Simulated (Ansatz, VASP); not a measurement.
One calculation of C, two programs

```xyz
8
Lattice="2.5676 0.0000 0.0000 0.0000 4.3874 0.0000 0.0000 0.0000 4.4586" Properties=species:S:1:pos:R:3 pbc="T T T"
C     1.2838    3.5972    0.3722
C     1.2838    0.7902    0.3722
C     1.2838    2.9903    1.7717
C     1.2838    1.3972    1.7717
C     0.0000    3.0119    4.1631
C     0.0000    1.3756    4.1631
C     0.0000    2.9685    2.6106
C     0.0000    1.4189    2.6106
```

Change from the starting cell: the structure that the rattled simple cubic type (Pm-3m, No. 221) fell into.

Alike in both runs: functional PBE; k mesh 10 × 6 × 6; occupations gaussian, width 0.02 eV; no spin polarisation.

Ansatz relaxed the structure, and its values are those at the end. VASP's run is a single point on that final structure, the one shown.

|  | VASP | Ansatz |
| --- | --- | --- |
| version | VASP 6.6.1 | Ansatz 0.2.0 |
| potentials or method | VASP PAW PBE potentials, release 64 (C), cutoff 520 eV | scalar-relativistic, plane waves, PAW |
| valence electrons in the cell | 32 | 32 |

Ansatz gave:

* gap on the k mesh at the Fermi level (eV): 1.96
* least direct gap on the mesh (eV): 2.01
* pressure (GPa): 0.0
* rms of the force components (eV/Å): 0.002

Problem. What did VASP give for the same quantities?

Solution. gap on the k mesh at the Fermi level (eV): 1.95; least direct gap on the mesh (eV): 2.01; pressure (GPa): 0.6; rms of the force components (eV/Å): 0.019.
